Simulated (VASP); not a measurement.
Input of a VASP 6.6.1 run:

INCAR

```
SYSTEM = CaO
PREC = Accurate ; ENCUT = 520
EDIFF = 1E-7 ; ISMEAR = 1
SIGMA = 0.05 ; LREAL = .FALSE.
LASPH = .TRUE. ; NELM = 80
ALGO = Normal ; ISIF = 2
LWAVE = .FALSE. ; LCHARG = .TRUE.
GGA = PS ; LELF = .TRUE.
LVHAR = .TRUE. ; NBANDS = 15
```

KPOINTS

```
Automatic mesh
0
G
  7 7 7
  0 0 0
```

Contents of POSCAR:

```
CaO
1.0
    0.0000000000      2.3835838332      2.3835838332
    2.3835838332      0.0000000000      2.3835838332
    2.3835838332      2.3835838332      0.0000000000
Ca O
1 1
Direct
    0.0000000000      0.0000000000      0.0000000000
    0.5000000000      0.5000000000      0.5000000000
```

Potentials or basis: VASP PAW PBE potentials, release 64 (Ca_sv, O).

Run with:

```console
$ cat potpaw_PBE.64/Ca_sv/POTCAR potpaw_PBE.64/O/POTCAR > POTCAR
$ mpirun -np 1 vasp_std > vasp.out
```

**Question.** Predict the band gap on the k mesh.

**Answer.** 3.62 eV, indirect (least direct gap 3.99 eV).

**Question.** What does it give for the pressure?

**Answer.** 0.7 GPa.

Caveat: the PAW data sets were made with another functional, which shifts forces and pressure a little. A k mesh can miss the band edges.
